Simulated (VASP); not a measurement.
# MoS2 (P6_3/mmc) in VASP: further runs

Runs on MoS2. Level: r2SCAN+D3(BJ). Tasks: single point.

All numbers are computed with VASP 6.6.1; they aren't measurements. Logs are shortened: lines on timing, memory, paths and dates and some standing lists are left out, and cuts for length are marked.

## 1. The cell of the first run

The structure is hexagonal, space group P6_3/mmc (No. 194). The conventional cell has a = 3.179 Å, b = 3.179 Å, c = 12.638 Å, α = 90.00°, β = 90.00°, γ = 120.00°. Mo (site symmetry -6m2) has 6 S at 2.40 Å and 6 Mo at 3.18 Å within 3.2 Å. S (site symmetry 3m) has 3 Mo at 2.40 Å and 7 S at 3.11 to 3.18 Å within 3.2 Å.

## 2. Single point, r2SCAN+D3(BJ) (18.43 Å³/atom)

Contents of POSCAR:

```
MoS2
1.0
    3.1785188690      0.0000000000      0.0000000000
   -1.5892594345      2.7526780870      0.0000000000
    0.0000000000      0.0000000000     12.6382292144
Mo S
2 4
Direct
    0.3333333333      0.6666666667      0.2500000000
    0.6666666667      0.3333333333      0.7500000000
    0.3333333333      0.6666666667      0.6271021522
    0.6666666667      0.3333333333      0.1271021522
    0.3333333333      0.6666666667      0.8728978478
    0.6666666667      0.3333333333      0.3728978478
```

Contents of INCAR.step1:

```
SYSTEM = MoS2
ALGO     = Normal         ! electronic algorithm
EDIFF    = 1E-4           ! SCF threshold, eV
ENCUT    = 520            ! plane-wave cutoff, eV
GGA      = PE             ! functional
ISMEAR   = 0              ! smearing method
LASPH    = .True.         ! aspherical terms in the spheres
LCHARG   = .False.        ! write CHGCAR
LREAL    = .False.        ! projectors in reciprocal space
LWAVE    = .True.         ! write WAVECAR
NBANDS   = 35             ! bands
NELM     = 100            ! most SCF steps
PREC     = Accurate       ! precision mode
SIGMA    = 0.02           ! smearing width, eV
```

Contents of INCAR.step2:

```
SYSTEM = MoS2
ALGO     = Normal         ! electronic algorithm
EDIFF    = 1E-6           ! SCF threshold, eV
ENCUT    = 520            ! plane-wave cutoff, eV
ISIF     = 2              ! what is computed and relaxed
ISMEAR   = 0              ! smearing method
ISTART   = 1            
IVDW     = 12             ! dispersion correction
LASPH    = .True.         ! aspherical terms in the spheres
LCHARG   = .True.         ! write CHGCAR
LELF     = .True.         ! ELF
LMIXTAU  = .True.       
LREAL    = .False.        ! projectors in reciprocal space
LVHAR    = .True.       
LWAVE    = .False.        ! write WAVECAR
METAGGA  = R2SCAN         ! meta-GGA
NBANDS   = 35             ! bands
NELM     = 100            ! most SCF steps
PREC     = Accurate       ! precision mode
SIGMA    = 0.02           ! smearing width, eV
VDW_A1   = 0.49484001   
VDW_A2   = 5.73083694   
VDW_S6   = 1.0          
VDW_S8   = 0.78981345
```

Contents of KPOINTS:

```
k-points
0
Gamma
  12 12 4
  0 0 0
```

Potentials or basis: VASP PAW PBE potentials, release 64 (Mo_sv, S).

Started as:

```
$ cat potpaw_PBE.64/Mo_sv/POTCAR potpaw_PBE.64/S/POTCAR > POTCAR
$ cp INCAR.step1 INCAR
$ mpirun -np 1 vasp_std > vasp.out
$ cp INCAR.step2 INCAR
$ mpirun -np 1 vasp_std > vasp.out
```

OUTCAR:

```text
SYSTEM = MoS2
   EDIFF = 1E-6
   ENCUT = 520
   ISIF = 2
   ISMEAR = 0
   ISTART = 1
   IVDW = 12
   LASPH = .True.
   LREAL = .False.
   METAGGA = R2SCAN
   NELM = 100
   PREC = Accurate
 IVDW          = 12

 ion  position               nearest neighbor table
   1  0.333  0.667  0.250-   4 2.40   6 2.40   4 2.40   6 2.40   4 2.40   6 2.40
   2  0.667  0.333  0.750-   3 2.40   5 2.40   3 2.40   5 2.40   3 2.40   5 2.40
   3  0.333  0.667  0.627-   2 2.40   2 2.40   2 2.40
   4  0.667  0.333  0.127-   1 2.40   1 2.40   1 2.40
   5  0.333  0.667  0.873-   2 2.40   2 2.40   2 2.40
   6  0.667  0.333  0.373-   1 2.40   1 2.40   1 2.40

  LATTYP: Found a hexagonal cell.
 ALAT       =     3.1785188690
 C/A-ratio  =     3.9761378602

  Lattice vectors:

 A1 = (   3.1785188690,   0.0000000000,   0.0000000000)
 A2 = (  -1.5892594345,   2.7526780870,   0.0000000000)
 A3 = (   0.0000000000,   0.0000000000,  12.6382292144)

Analysis of symmetry for initial positions (statically):
=====================================================================
 Subroutine PRICEL returns:
 Original cell was already a primitive cell.

 Routine SETGRP: Setting up the symmetry group for a
 hexagonal supercell.

 Subroutine GETGRP returns: Found 24 space group operations
 (whereof 12 operations were pure point group operations)
 out of a pool of 24 trial point group operations.

The static configuration has the point symmetry D_3d.
 The point group associated with its full space group is D_6h.

Analysis of symmetry for dynamics (positions and initial velocities):
=====================================================================
 Subroutine PRICEL returns:
 Original cell was already a primitive cell.

 Routine SETGRP: Setting up the symmetry group for a
 hexagonal supercell.

 Subroutine GETGRP returns: Found 24 space group operations
 (whereof 12 operations were pure point group operations)
 out of a pool of 24 trial point group operations.

The dynamic configuration has the point symmetry D_3d.
 The point group associated with its full space group is D_6h.

 Subroutine INISYM returns: Found 24 space group operations
 (whereof 12 operations are pure point group operations),
 and found     1 'primitive' translations

----------------------------------------------------------------------------------------

[... 102 lines left out ...]
   EDIFFG = 0.1E-04   stopping-criterion for IOM
   NSW    =      0    number of steps for IOM
   IBRION =     -1    ionic relax: 0-MD 1-quasi-New 2-CG
   NFREE  =      0    steps in history (QN), initial steepest desc. (CG)
   ISIF   =      2    stress and relaxation
   ISYM   =      2    0-nonsym 1-usesym 2-fastsym
   POTIM  = 0.5000    time-step for ionic-motion
   TEBEG  =    0.0;   TEEND  =   0.0 temperature during run
   PSTRESS=    0.0 pullay stress
   NELECT =      52.0000    total number of electrons
   NUPDOWN=      -1.0000    fix difference up-down
   EMIN   =  10.00;   EMAX   =-10.00  energy-range for DOS
   EFERMI =   0.00;   METHOD = LEGACY
   ISMEAR =     0;   SIGMA  =   0.02  broadening in eV -4-tet -1-fermi 0-gaus
   EFERMI_NEDOS =   21; number of points for ismear=-14 and -15
   IALGO  =     38    algorithm
   IMIX   =      4    mixing-type and parameters
     AMIX     =   0.40;   BMIX     =  1.00
     AMIX_MAG =   1.60;   BMIX_MAG =  1.00
  volume/ion in A,a.u.               =      18.43       124.37
  Fermi-wavevector in a.u.,A,eV,Ry     =   1.273074  2.405762 22.051214  1.620719
  Thomas-Fermi vector in A             =   2.405918
   LORBIT       =      0    0 simple, 1 ext, 2 COOP (PROOUT), +10 PAW based schemes
   METAGGA = R2SCAN    functional components
   LHFCALC =     F    Hartree Fock is set to
   AEXX    =    0.0000 exact exchange contribution
   IVDW    =    12    specifies the selected vdW correction
   LEPSILON=     F    determine dielectric tensor
   LRPA    =     F    only Hartree local field effects (RPA)
 non-spin polarized calculation
 Gauss-broadening in eV      SIGMA  =   0.02
  energy-cutoff  :      520.00
  volume of cell :      110.58
 maximum number of plane-waves:      3002
 NGX is ok and might be reduce to    24
   NGX = 11   NGY = 11   NGZ = 47

 number of electron      51.9999997 magnetization

 Free energy of the ion-electron system (eV)
  ---------------------------------------------------
  ext. energy  EPLUGINS =         0.00000000
  ---------------------------------------------------
  free energy    TOTEN  =       -90.07697951 eV

  energy without entropy =      -90.07697951  energy(sigma->0) =      -90.07697951

 E-fermi :   7.0583     XC(G=0): -11.2673

 val. band max:        6.9339649661   @ k =   0.0000   0.0000   0.0000
 cond. band min:       8.0520160480   @ k =   0.3333   0.3333   0.0000
 fundamental gap:      1.1180510819
 Fermi energy:         7.0582835454

 k-point     1 :       0.0000    0.0000    0.0000
  band No.  band energies     occupation
      1     -56.5119      2.00000
      2     -56.5119      2.00000
      3     -29.9286      2.00000
      4     -29.9285      2.00000
      5     -29.7136      2.00000
      6     -29.7136      2.00000
[... 901 lines left out ...]
     34      10.7226      0.00000
     35      14.1596      0.00000

 [... further k-points ...]

------------------------ aborting loop because EDIFF is reached ----------------------------------------

 Edisp (eV)   -1.16408

 E8    (eV) :    -0.3625

  FORCE on cell =-STRESS in cart. coord.  units (eV):
  Direction    XX          YY          ZZ          XY          YZ          ZX
  --------------------------------------------------------------------------------------
  -------------------------------------------------------------------------------------
  Total      -0.67008    -0.67008    -0.72743     0.00000    -0.00000     0.00000
  in kB      -9.70892    -9.70892   -10.53990     0.00000    -0.00000     0.00000
  external pressure =       -9.99 kB  Pullay stress =        0.00 kB

 VOLUME and BASIS-vectors are now :
 -----------------------------------------------------------------------------
  energy-cutoff  :      520.00
  volume of cell :      110.58
      direct lattice vectors                 reciprocal lattice vectors
     3.178518869  0.000000000  0.000000000     0.314611944  0.181641290  0.000000000
    -1.589259434  2.752678087  0.000000000     0.000000000  0.363282581  0.000000000
     0.000000000  0.000000000 12.638229214     0.000000000  0.000000000  0.079125009

 POSITION                                       TOTAL-FORCE (eV/Angst)
 -----------------------------------------------------------------------------------
     -0.00000      1.83512      3.15956        -0.000000     -0.000000     -0.000000
      1.58926      0.91756      9.47867         0.000000      0.000000     -0.000000
     -0.00000      1.83512      7.92546        -0.000000      0.000000     -0.003891
      1.58926      0.91756      1.60635        -0.000000     -0.000000     -0.003891
     -0.00000      1.83512     11.03188        -0.000000      0.000000      0.003891
      1.58926      0.91756      4.71277        -0.000000     -0.000000      0.003891
 -----------------------------------------------------------------------------------
    total drift:                                0.000000     -0.000000      0.000000

  FREE ENERGIE OF THE ION-ELECTRON SYSTEM (eV)
  ---------------------------------------------------
  free  energy   TOTEN  =       -91.2410596339 eV

  energy  without entropy=      -91.2410596339  energy(sigma->0) =      -91.24105963
```

OUTCAR.step1:

```text
SYSTEM = MoS2
   EDIFF = 1E-4
   ENCUT = 520
   GGA = PE
   ISMEAR = 0
   LASPH = .True.
   LREAL = .False.
   NELM = 100
[... 1150 lines left out ...]
      1.58926      0.91756      1.60635        -0.000000      0.000000     -0.130470
     -0.00000      1.83512     11.03188        -0.000000     -0.000000      0.130470
      1.58926      0.91756      4.71277         0.000000      0.000000      0.130470
 -----------------------------------------------------------------------------------
    total drift:                                0.000000     -0.000000      0.000000

  FREE ENERGIE OF THE ION-ELECTRON SYSTEM (eV)
  ---------------------------------------------------
  free  energy   TOTEN  =       -43.6571439129 eV

  energy  without entropy=      -43.6571439129  energy(sigma->0) =      -43.65714391
```

It took 13 min on 1 thread of Intel Xeon 8259CL, shared host; peak memory 0.35 GiB.

Results:

| Property | Result |
| --- | --- |
| Free energy | -91.2411 eV |
| Pressure | -1.0 GPa |
| Largest force | 0.004 eV/Å |
| Band gap on the k mesh | 1.12 eV (least direct gap 1.74 eV) |
| Dispersion energy per atom | -0.194 eV |

Forces on the atoms (eV/Å):
```
Mo   0.000  0.000  0.000
Mo   0.000  0.000  0.000
S    0.000  0.000 -0.004
S    0.000  0.000 -0.004
S    0.000  0.000  0.004
S    0.000  0.000  0.004
```

Stress tensor (GPa, compression positive):
```
-0.97  0.00  0.00
 0.00 -0.97  0.00
 0.00  0.00 -1.05
```

Levels at points of the mesh, in eV from the valence-band top:
```tsv
k point	band 23	band 24	band 25	band 26	band 27	band 28	band 29	band 30
(0.00, 0.00, 0.00)	-2.28	-1.44	-1.02	0.00	2.29	2.29	2.31	2.31
(0.50, 0.00, 0.00)	-1.83	-1.69	-1.36	-1.27	1.73	1.77	2.17	2.38
(0.00, 0.00, 0.50)	-2.30	-2.30	-0.29	-0.29	2.30	2.30	2.30	2.30
(0.50, 0.00, 0.50)	-1.76	-1.76	-1.31	-1.31	1.75	1.75	2.28	2.28
```

Caveat: the PAW data sets were made with another functional, which shifts forces and pressure a little.

## 3. Single point, r2SCAN+D3(BJ)

This run uses another cell than the first one, of 15.36 Å³/atom.

Contents of POSCAR:

```
MoS2
1.0
    3.0734605866      0.0000000000      0.0000000000
   -1.5367302933      2.6616949456      0.0000000000
    0.0000000000      0.0000000000     11.2688379252
Mo S
2 4
Direct
    0.3333333333      0.6666666667      0.2500000000
    0.6666666667      0.3333333333      0.7500000000
    0.3333333333      0.6666666667      0.6116508023
    0.6666666667      0.3333333333      0.1116508023
    0.3333333333      0.6666666667      0.8883491977
    0.6666666667      0.3333333333      0.3883491977
```

Contents of INCAR.step1:

```
PREC = Accurate
ENCUT = 520
ISMEAR = 0
SIGMA = 0.02
LREAL = False
LASPH = True
NELM = 80
NBANDS = 35
GGA = PE
ALGO = Normal
EDIFF = 1E-4
LWAVE = True
LCHARG = False
```

Contents of INCAR.step2:

```
PREC = Accurate
ENCUT = 520
EDIFF = 1E-6
ISMEAR = 0
SIGMA = 0.02
LREAL = False
LASPH = True
NELM = 80
ALGO = Normal
ISIF = 2
LWAVE = False
LCHARG = False
METAGGA = R2SCAN
LMIXTAU = True
IVDW = 12
VDW_S6 = 1.0
VDW_S8 = 0.78981345
VDW_A1 = 0.49484001
VDW_A2 = 5.73083694
NBANDS = 35
ISTART = 1
```

Contents of KPOINTS:

```
regular mesh
0
Gamma
  15 15 4
```

Potentials or basis: VASP PAW PBE potentials, release 64 (Mo_sv, S).

Started as:

```
$ cat potpaw_PBE.64/Mo_sv/POTCAR potpaw_PBE.64/S/POTCAR > POTCAR
$ cp INCAR.step1 INCAR
$ mpirun -np 1 vasp_std > vasp.out
$ cp INCAR.step2 INCAR
$ mpirun -np 1 vasp_std > vasp.out
```

It took 12 min on 1 thread of Intel Xeon 8259CL, shared host; peak memory 0.37 GiB.

Results (log left out):

| Item | Value |
| --- | --- |
| Free energy | -90.7280 eV |
| Pressure | 13.8 GPa |
| Band gap on the k mesh | 0.45 eV (least direct gap 1.96 eV) |
| Dispersion energy per atom | -0.235 eV |

Stress tensor (GPa, compression positive):
```
13.82  0.00  0.00
 0.00 13.82  0.00
 0.00  0.00 13.73
```

Levels at points of the mesh, in eV from the valence-band top:
| k point | band 24 | band 25 | band 26 | band 27 | band 28 | band 29 |
| --- | --- | --- | --- | --- | --- | --- |
| (0.00, 0.00, 0.00) | -1.92 | -0.86 | 0.00 | 2.01 | 2.01 | 2.03 |
| (0.00, 0.00, 0.50) | -2.64 | -0.25 | -0.25 | 2.00 | 2.00 | 2.00 |

Caveat: the cell stands under pressure; the PAW data sets were made with another functional, which shifts forces and pressure a little; an odd mesh through Γ misses points on the zone boundary, where band edges can lie.
